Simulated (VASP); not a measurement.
Wanted: the native input for a VASP 6.6.1 run.

* Task: relaxation of cell and atoms
* Functional: PBE
* Potentials or basis: VASP PAW PBE potentials, release 64 (Li_sv, H)
* Cutoff: 600 eV
* k mesh: 10 × 10 × 10
* Occupations: gaussian, width 0.02 eV
* Spin: no spin polarisation
* Dipole correction: no
* Further INCAR settings: ALGO = Normal; EDIFF = 1e-06; IBRION = 2; EDIFFG = -0.005; NSW = 100; ISIF = 3

The structure of LiH lies in POSCAR:

```
LiH
1.0
    0.0000000000      2.0367500000      2.0367500000
    2.0367500000      0.0000000000      2.0367500000
    2.0367500000      2.0367500000      0.0000000000
Li H
1 1
Direct
    0.0000000000      0.0000000000      0.0000000000
    0.5000000000      0.5000000000      0.5000000000
```

One way to write it, as run:

INCAR

```
ALGO     = Normal         # electronic algorithm
EDIFF    = 1E-6           # SCF threshold, eV
EDIFFG   = -0.005         # ionic threshold
ENCUT    = 600            # plane-wave cutoff, eV
GGA      = PE             # functional
IBRION   = 2              # ionic algorithm
ISIF     = 3              # what is computed and relaxed
ISMEAR   = 0              # smearing method
LASPH    = T              # aspherical terms in the spheres
LCHARG   = F              # write CHGCAR
LREAL    = F              # projectors in reciprocal space
LWAVE    = F              # write WAVECAR
NELM     = 100            # most SCF steps
NSW      = 100            # ionic steps
PREC     = Accurate       # precision mode
SIGMA    = 0.02           # smearing width, eV
```

KPOINTS

```
k-points
0
Gamma
  10 10 10
```

Potentials or basis: VASP PAW PBE potentials, release 64 (Li_sv, H).

Command:

```sh
$ cat potpaw_PBE.64/Li_sv/POTCAR potpaw_PBE.64/H/POTCAR > POTCAR
$ mpirun -np 1 vasp_std > vasp.out
```

It gave:

| Quantity | Value |
| --- | --- |
| Relaxed volume | 7.98 Å³/atom |
| Relaxed cell | a = 2.826 Å, b = 2.826 Å, c = 2.826 Å, α = 60.00°, β = 60.00°, γ = 60.00° |
| Space group after relaxing (to 0.05 Å) | Fm-3m (No. 225) |
| Energy gained by relaxing | 2.8 meV/atom |
| Ionic steps | 3 |
| Pressure after relaxing | 0.0 GPa |
| Band gap on the k mesh | 2.97 eV, direct |

Caveat: the cutoff is under 1.25 times the usual one of these potentials, so pressure, stress and relaxed cells hold a basis-set (Pulay) error.

Wall time 24 s on 1 thread of AMD EPYC 7R43 64-Core Processor (Zen 3), with other jobs on the host, peak memory 0.1 GiB.
